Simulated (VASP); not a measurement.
# CaSi26C27 (a cell with a defect) in VASP: single point with PBE

Aim: the single point of CaSi26C27 (a cell with a defect) with PBE.

All numbers are computed with VASP 6.6.1; they aren't measurements. Logs are shortened: lines on timing, memory, paths and dates and some standing lists are left out, and cuts for length are marked.

## Step 1: The cell of the first run

The cell holds a defect, 54 atoms: a = 9.245 Å, b = 9.245 Å, c = 9.245 Å, α = 60.00°, β = 60.00°, γ = 60.00°.

## Step 2: Single point, PBE

Input file INCAR:

```
SYSTEM = CaSi26C27
PREC = Accurate
ENCUT = 520
EDIFF = 1E-6
ISMEAR = -1
SIGMA = 0.01
LREAL = Auto
LASPH = .True.
NELM = 60
ALGO = Normal
ISIF = 2
LWAVE = .False.
LCHARG = .False.
GGA = PE
NELECT = 224.0
NBANDS = 144
```

Input file KPOINTS:

```
Automatic mesh
0
Gamma
  3 3 3
  0 0 0
```

Input file POSCAR:

```
CaSi26C27
1.0
    0.0000000000      6.5370000000      6.5370000000
    6.5370000000      0.0000000000      6.5370000000
    6.5370000000      6.5370000000      0.0000000000
Ca Si C
1 26 27
Direct
    0.0000000000      0.0000000000      0.0000000000
    0.0024832357      0.0024832357      0.3316346605
    0.0024832357      0.0024832357      0.6633988681
    0.0024832357      0.3316346605      0.0024832357
    0.0016981025      0.3327672992      0.3327672992
    0.0024832357      0.3316346605      0.6633988681
    0.0024832357      0.6633988681      0.0024832357
    0.0024832357      0.6633988681      0.3316346605
    0.0005246300      0.6664917900      0.6664917900
    0.3316346605      0.0024832357      0.0024832357
    0.3327672992      0.0016981025      0.3327672992
    0.3316346605      0.0024832357      0.6633988681
    0.3327672992      0.3327672992      0.0016981025
    0.3327672992      0.3327672992      0.3327672992
    0.3326957632      0.3326957632      0.6673042368
    0.3316346605      0.6633988681      0.0024832357
    0.3326957632      0.6673042368      0.3326957632
    0.3326957632      0.6673042368      0.6673042368
    0.6633988681      0.0024832357      0.0024832357
    0.6633988681      0.0024832357      0.3316346605
    0.6664917900      0.0005246300      0.6664917900
    0.6633988681      0.3316346605      0.0024832357
    0.6673042368      0.3326957632      0.3326957632
    0.6673042368      0.3326957632      0.6673042368
    0.6664917900      0.6664917900      0.0005246300
    0.6673042368      0.6673042368      0.3326957632
    0.6664917900      0.6664917900      0.6664917900
    0.0958930585      0.0958930585      0.0958930585
    0.0822857369      0.0822857369      0.4177142631
    0.0958930585      0.0958930585      0.7123208246
    0.0822857369      0.4177142631      0.0822857369
    0.0822857369      0.4177142631      0.4177142631
    0.0829984432      0.4163943939      0.7503035814
    0.0958930585      0.7123208246      0.0958930585
    0.0829984432      0.7503035814      0.4163943939
    0.0829984432      0.7503035814      0.7503035814
    0.4177142631      0.0822857369      0.0822857369
    0.4177142631      0.0822857369      0.4177142631
    0.4163943939      0.0829984432      0.7503035814
    0.4177142631      0.4177142631      0.0822857369
    0.4166506447      0.4166506447      0.4166506447
    0.4166506447      0.4166506447      0.7500480659
    0.4163943939      0.7503035814      0.0829984432
    0.4166506447      0.7500480659      0.4166506447
    0.4163943939      0.7503035814      0.7503035814
    0.7123208246      0.0958930585      0.0958930585
    0.7503035814      0.0829984432      0.4163943939
    0.7503035814      0.0829984432      0.7503035814
    0.7503035814      0.4163943939      0.0829984432
    0.7500480659      0.4166506447      0.4166506447
    0.7503035814      0.4163943939      0.7503035814
    0.7503035814      0.7503035814      0.0829984432
    0.7503035814      0.7503035814      0.4163943939
    0.7500000000      0.7500000000      0.7500000000
```

Potentials or basis: VASP PAW PBE potentials, release 64 (Ca_sv, Si, C).

On the command line:

```console
> cat potpaw_PBE.64/Ca_sv/POTCAR potpaw_PBE.64/Si/POTCAR potpaw_PBE.64/C/POTCAR > POTCAR
> mpirun -np 1 vasp_std > vasp.out
```

OUTCAR:

```text
SYSTEM = CaSi26C27
   PREC = Accurate
   ENCUT = 520
   EDIFF = 1E-6
   ISMEAR = -1
   LREAL = Auto
   LASPH = .True.
   NELM = 60
   ISIF = 2
   GGA = PE
   NELECT = 224.0

 ion  position               nearest neighbor table
   1  0.000  0.000  0.000-  30 2.17  34 2.17  46 2.17  28 2.17   7 3.09   8 3.09  10 3.09  12 3.09
                            16 3.09  19 3.09  20 3.09  22 3.09   2 3.09   3 3.09   4 3.09   6 3.09
   2  0.002  0.002  0.332-  28 1.80  29 1.85  35 1.90  47 1.90   4 3.04  10 3.04   5 3.06  11 3.06
                             3 3.07  17 3.08  23 3.08   1 3.09  21 3.10   9 3.10   8 3.13  20 3.13
   3  0.002  0.002  0.663-  30 1.80  29 1.85  36 1.90  48 1.90   6 3.04  12 3.04  11 3.06   5 3.06
                             2 3.07  18 3.08  24 3.08   1 3.09  21 3.10   9 3.10   7 3.13  19 3.13
   4  0.002  0.332  0.002-  28 1.80  31 1.85  33 1.90  49 1.90   2 3.04  10 3.04   5 3.06  13 3.06
                             7 3.07  15 3.08  23 3.08   1 3.09   9 3.10  25 3.10   6 3.13  22 3.13
   5  0.002  0.333  0.333-  32 1.89  31 1.89  29 1.89  50 1.90   6 3.06   8 3.06   7 3.06   3 3.06
                             4 3.06   2 3.06  13 3.06  14 3.06  11 3.06  24 3.09  26 3.09  23 3.09
   6  0.002  0.332  0.663-  30 1.80  32 1.85  33 1.90  51 1.90   3 3.04  12 3.04   5 3.06  14 3.06
                             8 3.07  15 3.08  24 3.08   1 3.09  27 3.10   9 3.10   4 3.13  22 3.13
   7  0.002  0.663  0.002-  34 1.80  31 1.85  36 1.90  52 1.90   8 3.04  16 3.04  13 3.06   5 3.06
                             4 3.07  18 3.08  26 3.08   1 3.09  25 3.10   9 3.10   3 3.13  19 3.13
   8  0.002  0.663  0.332-  34 1.80  32 1.85  35 1.90  53 1.90   7 3.04  16 3.04   5 3.06  14 3.06
                             6 3.07  17 3.08  26 3.08   1 3.09  27 3.10   9 3.10   2 3.13  20 3.13
   9  0.001  0.666  0.666-  36 1.89  35 1.89  33 1.89  54 1.89  18 3.08  17 3.08  15 3.08  25 3.09
[... 62 lines left out ...]
  53  0.750  0.750  0.416-  26 1.88  27 1.89   8 1.90  20 1.90
  54  0.750  0.750  0.750-  27 1.89  21 1.89  25 1.89   9 1.89

  LATTYP: Found a face centered cubic cell.
 ALAT       =    13.0740000000

  Lattice vectors:

 A1 = (   0.0000000000,   6.5370000000,   6.5370000000)
 A2 = (   6.5370000000,   0.0000000000,   6.5370000000)
 A3 = (   6.5370000000,   6.5370000000,   0.0000000000)

Analysis of symmetry for initial positions (statically):
=====================================================================
 Subroutine PRICEL returns:
 Original cell was already a primitive cell.

 Routine SETGRP: Setting up the symmetry group for a
 face centered cubic supercell.

 Subroutine GETGRP returns: Found 24 space group operations
 (whereof 24 operations were pure point group operations)
 out of a pool of 48 trial point group operations.

The static configuration has the point symmetry T_d .

Analysis of symmetry for dynamics (positions and initial velocities):
=====================================================================
 Subroutine PRICEL returns:
 Original cell was already a primitive cell.

 Routine SETGRP: Setting up the symmetry group for a
 face centered cubic supercell.

 Subroutine GETGRP returns: Found 24 space group operations
 (whereof 24 operations were pure point group operations)
 out of a pool of 48 trial point group operations.

The dynamic configuration has the point symmetry T_d .

 Subroutine INISYM returns: Found 24 space group operations
 (whereof 24 operations are pure point group operations),
 and found     1 'primitive' translations

----------------------------------------------------------------------------------------

                                     Primitive cell

  volume of cell :     558.6830

  direct lattice vectors                    reciprocal lattice vectors
     0.000000000  6.537000000  6.537000000    -0.076487685  0.076487685  0.076487685
     6.537000000  0.000000000  6.537000000     0.076487685 -0.076487685  0.076487685
     6.537000000  6.537000000  0.000000000     0.076487685  0.076487685 -0.076487685

  length of vectors
     9.244714057  9.244714057  9.244714057     0.132480557  0.132480557  0.132480557

  position of ions in fractional coordinates (direct lattice)
     0.000000000  0.000000000  0.000000000
     0.002483236  0.002483236  0.331634661
     0.002483236  0.002483236  0.663398868
     0.002483236  0.331634661  0.002483236
     0.001698103  0.332767299  0.332767299
     0.002483236  0.331634661  0.663398868
[... 46 lines left out ...]
     0.750303581  0.750303581  0.416394394
     0.750000000  0.750000000  0.750000000

  ion indices of the primitive-cell ions
   primitive index   ion index
                 1           1
                 2           2
                 3           3
                 4           4
                 5           5
                 6           6
[... 46 lines left out ...]
                53          53
                54          54

----------------------------------------------------------------------------------------

 KPOINTS: Automatic mesh

Automatic generation of k-mesh.
 Grid dimensions read from file:
 generate k-points for:    3    3    3

 Generating k-lattice:

  Cartesian coordinates                     Fractional coordinates (reciprocal lattice)
    -0.025495895  0.025495895  0.025495895     0.333333333  0.000000000  0.000000000
     0.025495895 -0.025495895  0.025495895     0.000000000  0.333333333  0.000000000
     0.025495895  0.025495895 -0.025495895     0.000000000  0.000000000  0.333333333

  Length of vectors
     0.044160186  0.044160186  0.044160186

  Shift w.r.t. Gamma in fractional coordinates (k-lattice)
     0.000000000  0.000000000  0.000000000

 Subroutine IBZKPT returns following result:
 ===========================================

 Found      4 irreducible k-points:

 Following reciprocal coordinates:
            Coordinates               Weight
  0.000000  0.000000  0.000000      1.000000
  0.333333  0.000000  0.000000      8.000000
  0.333333  0.333333  0.000000      6.000000
 -0.333333  0.333333  0.000000     12.000000
   k-points           NKPTS =      4   k-points in BZ     NKDIM =      4   number of bands    NBANDS=    144
   number of dos      NEDOS =    301   number of ions     NIONS =     54
   total plane-waves  NPLWV = 343000
   dimension x,y,z NGX =    70 NGY =   70 NGZ =   70
   dimension x,y,z NGXF=   140 NGYF=  140 NGZF=  140
   ions per type =               1  26  27
   NGX,Y,Z   is equivalent  to a cutoff of  12.59, 12.59, 12.59 a.u.
   NGXF,Y,Z  is equivalent  to a cutoff of  25.18, 25.18, 25.18 a.u.
 SYSTEM =  CaSi26C27
   PREC   = accura    normal or accurate (medium, high low for compatibility)
   ISTART =      0    job   : 0-new  1-cont  2-samecut
   ICHARG =      2    charge: 1-file 2-atom 10-const
   ISPIN  =      1    spin polarized calculation?
   LNONCOLLINEAR =      F non collinear calculations
   LSORBIT =      F    spin-orbit coupling
   LASPH  =      T    aspherical Exc in radial PAW
   ENCUT  =  520.0 eV  38.22 Ry    6.18 a.u.  17.19 17.19 17.19*2*pi/ulx,y,z
   NELM   =     60;   NELMIN=  2; NELMDL= -5     # of ELM steps
   EDIFF  = 0.1E-05   stopping-criterion for ELM
   LREAL  =      T    real-space projection
   EDIFFG = 0.1E-04   stopping-criterion for IOM
   NSW    =      0    number of steps for IOM
   IBRION =     -1    ionic relax: 0-MD 1-quasi-New 2-CG
   NFREE  =      0    steps in history (QN), initial steepest desc. (CG)
   ISIF   =      2    stress and relaxation
   ISYM   =      2    0-nonsym 1-usesym 2-fastsym
   POTIM  = 0.5000    time-step for ionic-motion
   TEBEG  =    0.0;   TEEND  =   0.0 temperature during run
   PSTRESS=    0.0 pullay stress
   NELECT =     224.0000    total number of electrons
   NUPDOWN=      -1.0000    fix difference up-down
   EMIN   =  10.00;   EMAX   =-10.00  energy-range for DOS
   EFERMI =   0.00;   METHOD = LEGACY
   ISMEAR =    -1;   SIGMA  =   0.01  broadening in eV -4-tet -1-fermi 0-gaus
   EFERMI_NEDOS =   21; number of points for ismear=-14 and -15
   IALGO  =     38    algorithm
   IMIX   =      4    mixing-type and parameters
     AMIX     =   0.40;   BMIX     =  1.00
     AMIX_MAG =   1.60;   BMIX_MAG =  1.00
  volume/ion in A,a.u.               =      10.35        69.82
  Fermi-wavevector in a.u.,A,eV,Ry     =   1.207172  2.281224 19.827271  1.457263
  Thomas-Fermi vector in A             =   2.342817
   LORBIT       =      0    0 simple, 1 ext, 2 COOP (PROOUT), +10 PAW based schemes
   GGA     = PE    functional components
   LHFCALC =     F    Hartree Fock is set to
   AEXX    =    0.0000 exact exchange contribution
   IVDW    =     0    specifies the selected vdW correction
   LEPSILON=     F    determine dielectric tensor
   LRPA    =     F    only Hartree local field effects (RPA)
 non-spin polarized calculation
  energy-cutoff  :      520.00
  volume of cell :      558.68
 maximum number of plane-waves:     15070
 NGX is ok and might be reduce to    70
   NGX = 35   NGY = 35   NGZ = 35

 number of electron     224.0000002 magnetization

 Free energy of the ion-electron system (eV)
  ---------------------------------------------------
  ext. energy  EPLUGINS =         0.00000000
  ---------------------------------------------------
  free energy    TOTEN  =      -378.81355108 eV

  energy without entropy =     -378.81355108  energy(sigma->0) =     -378.81355108

 E-fermi :   9.3564     XC(G=0): -11.4147

 val. band max:        9.0689008275   @ k =  -0.3333   0.3333   0.0000
 cond. band min:       9.5911451932   @ k =   0.3333   0.3333   0.0000
 fundamental gap:      0.5222443657
 Fermi energy:         9.3563664865

 k-point     1 :       0.0000    0.0000    0.0000
  band No.  band energies     occupation
      1     -28.7245      2.00000
      2     -10.2189      2.00000
      3     -10.2189      2.00000
      4     -10.2189      2.00000
      5      -7.4174      2.00000
      6      -5.4648      2.00000
[... 497 lines left out ...]
    123      13.0205      0.00000
    124      13.0435      0.00000
 [bands above 124 left out]

------------------------ aborting loop because EDIFF is reached ----------------------------------------

  FORCE on cell =-STRESS in cart. coord.  units (eV):
  Direction    XX          YY          ZZ          XY          YZ          ZX
  --------------------------------------------------------------------------------------
  -------------------------------------------------------------------------------------
  Total       53.8928577     53.8928577     53.8928577     -0.0000000     -0.0000000     -0.0000000
  in kB      154.5526104    154.5526104    154.5526104     -0.0000000     -0.0000000     -0.0000000
  external PRESSURE =     154.5526104 kB  Pullay stress =       0.0000000 kB

 VOLUME and BASIS-vectors are now :
 -----------------------------------------------------------------------------
  energy-cutoff  :      520.00
  volume of cell :      558.68
      direct lattice vectors                 reciprocal lattice vectors
     0.000000000  6.537000000  6.537000000    -0.076487685  0.076487685  0.076487685
     6.537000000  0.000000000  6.537000000     0.076487685 -0.076487685  0.076487685
     6.537000000  6.537000000  0.000000000     0.076487685  0.076487685 -0.076487685

 POSITION                                       TOTAL-FORCE (eV/Angst)
 -----------------------------------------------------------------------------------
      0.00000      0.00000      0.00000         0.000000      0.000000     -0.000000
      2.18413      2.18413      0.03247        -0.013800     -0.013800      0.009416
      4.35287      4.35287      0.03247         0.013800      0.013800      0.009416
      2.18413      0.03247      2.18413        -0.013800      0.009416     -0.013800
      4.35060      2.18640      2.18640        -0.002886      0.002886      0.002886
      6.50453      4.35287      2.18413        -0.009416      0.013800     -0.013800
[... 46 lines left out ...]
      7.62670      7.62670      9.80947         0.004520      0.004520      0.012727
      9.80550      9.80550      9.80550         0.000000      0.000000     -0.000000
 -----------------------------------------------------------------------------------
    total drift:                                0.000003      0.000003      0.000003

  FREE ENERGIE OF THE ION-ELECTRON SYSTEM (eV)
  ---------------------------------------------------
  free  energy   TOTEN  =      -378.8135510819 eV

  energy  without entropy=     -378.8135510819  energy(sigma->0) =     -378.81355108
```

It took 20 min on 1 thread of AMD EPYC 7R43 (Zen 3), shared host; peak memory 0.75 GiB.

What came out:

- Free energy: -378.8136 eV
- Largest force: 0.039 eV/Å

Forces in eV/Å, atoms in the order of the input:
```
Ca   0.000  0.000  0.000
Si  -0.014 -0.014  0.009
Si   0.014  0.014  0.009
Si  -0.014  0.009 -0.014
Si  -0.003  0.003  0.003
Si  -0.009  0.014 -0.014
Si   0.014  0.009  0.014
Si  -0.009 -0.014  0.014
Si  -0.017  0.017  0.017
Si   0.009 -0.014 -0.014
Si   0.003 -0.003  0.003
Si   0.014 -0.009 -0.014
Si   0.003  0.003 -0.003
Si  -0.003 -0.003 -0.003
Si   0.000  0.000 -0.007
Si   0.014 -0.014 -0.009
Si   0.000 -0.007  0.000
Si   0.007  0.000  0.000
Si   0.009  0.014  0.014
Si  -0.014 -0.009  0.014
Si   0.017 -0.017  0.017
Si  -0.014  0.014 -0.009
Si  -0.007  0.000  0.000
Si   0.000  0.007  0.000
Si   0.017  0.017 -0.017
Si   0.000  0.000  0.007
Si  -0.017 -0.017 -0.017
C    0.022  0.022  0.022
C    0.000  0.000 -0.025
C   -0.022 -0.022  0.022
C    0.000 -0.025  0.000
C    0.025  0.000  0.000
C    0.005 -0.005 -0.013
C   -0.022  0.022 -0.022
C    0.005 -0.013 -0.005
C    0.013 -0.005 -0.005
C   -0.025  0.000  0.000
C    0.000  0.025  0.000
C   -0.005  0.005 -0.013
C    0.000  0.000  0.025
C   -0.005 -0.005 -0.005
C    0.005  0.005 -0.005
C   -0.005 -0.013  0.005
C    0.005 -0.005  0.005
C    0.013  0.005  0.005
C    0.022 -0.022 -0.022
C   -0.013  0.005 -0.005
C   -0.005  0.013 -0.005
C   -0.013 -0.005  0.005
C   -0.005  0.005  0.005
C    0.005  0.013  0.005
C   -0.005 -0.005  0.013
C    0.005  0.005  0.013
C    0.000  0.000  0.000
```

Levels at points of the mesh, in eV from the Fermi level:
| k point | band 110 | band 111 | band 112 | band 113 | band 114 | band 115 |
| --- | --- | --- | --- | --- | --- | --- |
| (0.00, 0.00, 0.00) | -0.47 | -0.47 | -0.47 | 1.17 | 1.17 | 1.27 |

Caveat: the cell carries a net charge on a neutralising background, which shifts energy and pressure; the cell is charged against a uniform background, so pressure and absolute levels hang on convention.
